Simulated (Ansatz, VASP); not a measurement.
**One calculation of Cd, two programs**

The input INCAR:

```
SYSTEM = Cd
  PREC = Accurate
  ENCUT = 520
  EDIFF = 1E-7
  ISMEAR = -1
  SIGMA = 0.05
  LREAL = .False.
  LASPH = .True.
  NELM = 100
  ALGO = Fast
  ISIF = 2
  LWAVE = .False.
  LCHARG = .False.
  NBANDS = 19
```

The input KPOINTS:

```
Automatic mesh
0
Gamma
  10 10 5
  0 0 0
```

Contents of POSCAR:

```
Cd
1.0
    2.9788700000      0.0000000000      0.0000000000
   -1.4894350000      2.5797770946      0.0000000000
    0.0000000000      0.0000000000      5.6176500000
Cd
2
Direct
    0.6666666667      0.3333333333      0.7500000000
    0.3333333333      0.6666666667      0.2500000000
```

Contents of input.yaml:

```yaml
crystal:
  lattice:
    - [2.97887, 0.0, 0.0]
    - [-1.489435, 2.5797770946, 0.0]
    - [0.0, 0.0, 5.61765]
  atoms:
    - { symbol: Cd, position: [0.6666666667, 0.3333333333, 0.75] }
    - { symbol: Cd, position: [0.3333333333, 0.6666666667, 0.25] }
kpoints:
  mp_grid: { grid: [10, 10, 5] }
  band_path:
    path:
      - [0.0, 0.0, 0.0]
      - [0.5, 0.0, 0.0]
      - [0.3333333333, 0.3333333333, 0.0]
      - [0.0, 0.0, 0.0]
      - [0.0, 0.0, 0.5]
      - [0.5, 0.0, 0.5]
      - [0.3333333333, 0.3333333333, 0.5]
      - [0.0, 0.0, 0.5]
    npoints: 12
scf:
  occupations: { method: fermi_dirac, width: 0.05 }
hamiltonian:
  xc: lda
  pseudopotentials: { kind: all_electron, lapw: { basis_error: 0.001 } }
output:
  forces: true
  stress: true
  eigenvalues: true
```

Alike in both runs: functional LDA; k mesh 10 × 10 × 5; occupations fermi-dirac, width 0.05 eV; no spin polarisation.

```csv
,VASP,Ansatz
version,VASP 6.6.1,Ansatz 0.2.0
potentials or method,"VASP PAW LDA potentials, release 64 (Cd), cutoff 520 eV","all-electron LAPW, scalar-relativistic"
task,single point,band structure
```

VASP gave:

| Item | Value |
| --- | --- |
| gap on the k mesh at the Fermi level (eV) | none |
| pressure (GPa) | -3.9 |
| traceless stress, the component that is largest in VASP (GPa) | 0.24 |

Question: Which values does Ansatz return?

Answer: gap on the k mesh at the Fermi level (eV): none; pressure (GPa): -4.4; traceless stress, the component that is largest in VASP (GPa): 0.46.

LDA's correlation is that of Perdew and Zunger in VASP and of Perdew and Wang (1992) in Ansatz. A gap of «none» marks a metal or a gap that the smearing closes. Ansatz ran all-electron here, and VASP with PAW potentials.
